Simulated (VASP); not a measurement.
# ZrN (Fm-3m) in VASP: notebook, part 2 of 2

VASP 6.6.1.

### 5 Single point, r2SCAN

Contents of POSCAR:

```
ZrN
1.0
    0.0000000000      2.3000000000      2.3000000000
    2.3000000000      0.0000000000      2.3000000000
    2.3000000000      2.3000000000      0.0000000000
Zr N
1 1
Direct
    0.5000000000      0.5000000000      0.5000000000
    0.0000000000      0.0000000000      0.0000000000
```

Contents of INCAR.step1:

```
SYSTEM = ZrN
PREC = Accurate
ENCUT = 660
ISMEAR = -1
SIGMA = 0.3
LREAL = .False.
LASPH = .True.
NELM = 120
NBANDS = 16
GGA = PE
ALGO = Normal
EDIFF = 1E-5
LWAVE = .True.
LCHARG = .False.
GGA_COMPAT = .False.
```

Contents of INCAR.step2:

```
SYSTEM = ZrN
PREC = Accurate
ENCUT = 660
EDIFF = 1E-6
ISMEAR = -1
SIGMA = 0.3
LREAL = .False.
LASPH = .True.
NELM = 120
ALGO = Normal
ISIF = 2
LWAVE = .False.
LCHARG = .False.
METAGGA = R2SCAN
LMIXTAU = .True.
NBANDS = 16
ISTART = 1
GGA_COMPAT = .False.
```

Contents of KPOINTS:

```
Automatic mesh
0
Gamma
  7 7 7
  0 0 0
```

Potentials or basis: VASP PAW PBE potentials, release 64 (Zr_sv, N).

On the command line:

```bash
$ cat potpaw_PBE.64/Zr_sv/POTCAR potpaw_PBE.64/N/POTCAR > POTCAR
$ cp INCAR.step1 INCAR
$ mpirun -np 1 vasp_std > vasp.out
$ cp INCAR.step2 INCAR
$ mpirun -np 1 vasp_std > vasp.out
```

OUTCAR:

```text
SYSTEM = ZrN
   PREC = Accurate
   ENCUT = 660
   EDIFF = 1E-6
   ISMEAR = -1
   LREAL = .False.
   LASPH = .True.
   NELM = 120
   ISIF = 2
   METAGGA = R2SCAN
   ISTART = 1

 ion  position               nearest neighbor table
   1  0.500  0.500  0.500-   2 2.30   2 2.30   2 2.30   2 2.30   2 2.30   2 2.30
   2  0.000  0.000  0.000-   1 2.30   1 2.30   1 2.30   1 2.30   1 2.30   1 2.30

  LATTYP: Found a face centered cubic cell.
 ALAT       =     4.6000000000

  Lattice vectors:

 A1 = (   0.0000000000,   2.3000000000,   2.3000000000)
 A2 = (   2.3000000000,   0.0000000000,   2.3000000000)
 A3 = (   2.3000000000,   2.3000000000,   0.0000000000)

Analysis of symmetry for initial positions (statically):
=====================================================================
 Subroutine PRICEL returns:
 Original cell was already a primitive cell.

 Routine SETGRP: Setting up the symmetry group for a
 face centered cubic supercell.

 Subroutine GETGRP returns: Found 48 space group operations
[... 155 lines left out ...]
  free energy    TOTEN  =       -35.92315612 eV

  energy without entropy =      -35.72746199  energy(sigma->0) =      -35.82530906

 E-fermi :  12.0652     XC(G=0): -13.2416

 val. band max:       11.9116560499   @ k =  -0.4286   0.2857   0.0000
 cond. band min:      12.1024682671   @ k =   0.1429   0.0000   0.0000
 fundamental gap:      0.1908122172
 Fermi energy:        12.0651774357

 k-point     1 :       0.0000    0.0000    0.0000
  band No.  band energies     occupation
      1     -39.4336      2.00000
      2     -16.3636      2.00000
      3     -16.3636      2.00000
      4     -16.3636      2.00000
      5      -5.3396      2.00000
      6       9.0404      1.99992
[... 357 lines left out ...]
      3     -17.0270      2.00000
      4     -16.6851      2.00000
      5      -4.1804      2.00000
      6       6.0328      2.00000
[... 8 lines left out ...]
     15      24.0563      0.00000
     16      24.5760      0.00000

------------------------ aborting loop because EDIFF is reached ----------------------------------------

  FORCE on cell =-STRESS in cart. coord.  units (eV):
  Direction    XX          YY          ZZ          XY          YZ          ZX
  --------------------------------------------------------------------------------------
  -------------------------------------------------------------------------------------
  Total       -0.1773334     -0.1773334     -0.1773334      0.0000000      0.0000000     -0.0000000
  in kB      -11.6758281    -11.6758281    -11.6758281      0.0000000      0.0000000     -0.0000000
  external PRESSURE =     -11.6758281 kB  Pullay stress =       0.0000000 kB

 VOLUME and BASIS-vectors are now :
 -----------------------------------------------------------------------------
  energy-cutoff  :      660.00
  volume of cell :       24.33
      direct lattice vectors                 reciprocal lattice vectors
     0.000000000  2.300000000  2.300000000    -0.217391304  0.217391304  0.217391304
     2.300000000  0.000000000  2.300000000     0.217391304 -0.217391304  0.217391304
     2.300000000  2.300000000  0.000000000     0.217391304  0.217391304 -0.217391304

 POSITION                                       TOTAL-FORCE (eV/Angst)
 -----------------------------------------------------------------------------------
      2.30000      2.30000      2.30000        -0.000000     -0.000000     -0.000000
      0.00000      0.00000      0.00000         0.000000      0.000000      0.000000
 -----------------------------------------------------------------------------------
    total drift:                                0.000000      0.000000      0.000000

  FREE ENERGIE OF THE ION-ELECTRON SYSTEM (eV)
  ---------------------------------------------------
  free  energy   TOTEN  =       -35.9231561178 eV

  energy  without entropy=      -35.7274619945  energy(sigma->0) =      -35.82530906
```

OSZICAR.step1:

```text
N       E                     dE             d eps       ncg     rms          rms(c)
DAV:   1     0.132693335142E+03    0.13269E+03   -0.10110E+04   640   0.127E+03
DAV:   2    -0.172747552447E+02   -0.14997E+03   -0.14071E+03   816   0.345E+02
DAV:   3    -0.238571915699E+02   -0.65824E+01   -0.65356E+01  1072   0.646E+01
DAV:   4    -0.239342781053E+02   -0.77087E-01   -0.77075E-01   736   0.486E+00
DAV:   5    -0.239347882849E+02   -0.51018E-03   -0.51018E-03   872   0.394E-01    0.212E+01
DAV:   6    -0.206375947110E+02    0.32972E+01   -0.73112E+00   744   0.266E+01    0.815E+00
DAV:   7    -0.204956507852E+02    0.14194E+00   -0.52704E-01   800   0.692E+00    0.659E+00
DAV:   8    -0.204811740697E+02    0.14477E-01   -0.23795E-01   856   0.451E+00    0.369E+00
DAV:   9    -0.204664615345E+02    0.14713E-01   -0.47835E-02   696   0.209E+00    0.937E-01
DAV:  10    -0.204664661667E+02   -0.46322E-05   -0.19484E-03   776   0.483E-01    0.148E-01
DAV:  11    -0.204664447595E+02    0.21407E-04   -0.51467E-05   792   0.643E-02    0.722E-02
DAV:  12    -0.204664411010E+02    0.36585E-05   -0.76793E-06   504   0.235E-02
   1 F= -.20466441E+02 E0= -.20365497E+02  d E =-.201888E+00
```

Wall time 59 s (1 thread of AMD EPYC 9R14 (Zen 4), shared host); peak memory 0.14 GiB.

What came out:

- Free energy: -35.9232 eV
- Pressure: -1.2 GPa

Caveat: the PAW data sets were made with another functional, which shifts forces and pressure a little.

### 6 The runs side by side

```tsv
level	potentials or basis	cutoff (eV)	gap on the mesh (eV)	pressure (GPa)
PBEsol	VASP PAW PBE potentials, release 64 (Zr_sv, N)	600	none	-6.8
BLYP	VASP PAW PBE potentials, release 64 (Zr_sv, N)	600	none	8.8
LDA	VASP PAW LDA potentials, release 64 (Zr_sv, N)	600	none	-11.2
r2SCAN	VASP PAW PBE potentials, release 64 (Zr_sv, N)	660	none	-1.2
```

Alike in all rows: task single point; no spin polarisation; cell as given; k mesh 7 × 7 × 7; smearing fermi-dirac 0.3 eV.

Caveats: the PAW data sets were made with another functional, which shifts forces and pressure a little (some runs).

Total energies depend on the potentials used, so only differences within one code and one set of settings carry meaning.
